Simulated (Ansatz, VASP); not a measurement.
## Two plane-wave programs on Pb

The input INCAR:

```
PREC = Accurate
ENCUT = 520
EDIFF = 1E-7
ISMEAR = -1
SIGMA = 0.1
LREAL = False
LASPH = True
NELM = 80
ALGO = Normal
ISIF = 2
LWAVE = False
LCHARG = False
GGA = PE
NBANDS = 13
```

KPOINTS

```
regular mesh
0
Gamma
  18 18 18
```

The input POSCAR:

```
Pb
1.0
    0.0000000000      2.5507238336      2.5507238336
    2.5507238336      0.0000000000      2.5507238336
    2.5507238336      2.5507238336      0.0000000000
Pb
1
Direct
    0.0000000000      0.0000000000      0.0000000000
```

Input for Ansatz:

```yaml
crystal:
  lattice:
    - [0.0, 2.5507238336, 2.5507238336]
    - [2.5507238336, 0.0, 2.5507238336]
    - [2.5507238336, 2.5507238336, 0.0]
  atoms:
    - { symbol: Pb, position: [0.0, 0.0, 0.0] }
hamiltonian:
  xc: pbe
  pseudopotentials:
    kind: paw
    azcp:
      Pb: "pseudopotentials/Pb.paw.azcp"
basis:
  ecutwfc: 420
  fft_grid_basis: typed
kpoints:
  mp_grid: { grid: [18, 18, 18], shift: [0, 0, 0] }
magnetization:
  spin_polarized: false
scf:
  occupations: { method: fermi_dirac, width: 0.1 }
output:
  stress: true
```

Alike in both runs: task single point; functional PBE; k mesh 18 × 18 × 18; occupations fermi-dirac, width 0.1 eV; no spin polarisation.

|  | VASP | Ansatz |
| --- | --- | --- |
| version | VASP 6.6.1 | Ansatz 0.2.0 |
| potentials or method | VASP PAW PBE potentials, release 64 (Pb_d), cutoff 520 eV | plane waves (420 eV) with PAW, scalar-relativistic |
| valence electrons in the cell | 14 | 14 |

|  | VASP | Ansatz | Ansatz less VASP |
| --- | --- | --- | --- |
| pressure (GPa) | -1.3 | -1.3 | +0.06 |

The functional is the same, so the differences come from potentials, cutoffs and numerics.

Neither program's run includes spin-orbit coupling.
